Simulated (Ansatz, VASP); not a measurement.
# One calculation of Sc, two programs

```
Sc
1.0
     3.26737    0.00000    0.01505
     0.00000    4.61609    0.00000
    -0.01497    0.00000    3.26802
Sc
2
Direct
  0.25000 0.75000 0.75000
  0.75000 0.25000 0.25000
```

Alike in both runs: functional PBE; k mesh 14 × 10 × 14; occupations gaussian, width 0.1 eV; no spin polarisation.

Ansatz relaxed the structure, and its values are those at the end. VASP's run is a single point on that final structure, the one shown.

|  | VASP | Ansatz |
| --- | --- | --- |
| version | VASP 6.6.1 | Ansatz 0.2.0 |
| potentials or method | VASP PAW PBE potentials, release 64 (Sc_sv), cutoff 520 eV | scalar-relativistic, plane waves, PAW |
| valence electrons in the cell | 22 | 22 |

|  | VASP | Ansatz | Ansatz less VASP |
| --- | --- | --- | --- |
| gap on the k mesh at the Fermi level (eV) | none | none | - |
| pressure (GPa) | 0.0 | 0.0 | -0.02 |

A gap of «none» marks a metal or a gap that the smearing closes. Ansatz's warnings: near symmetry operations not taken, structure snapped to symmetry.
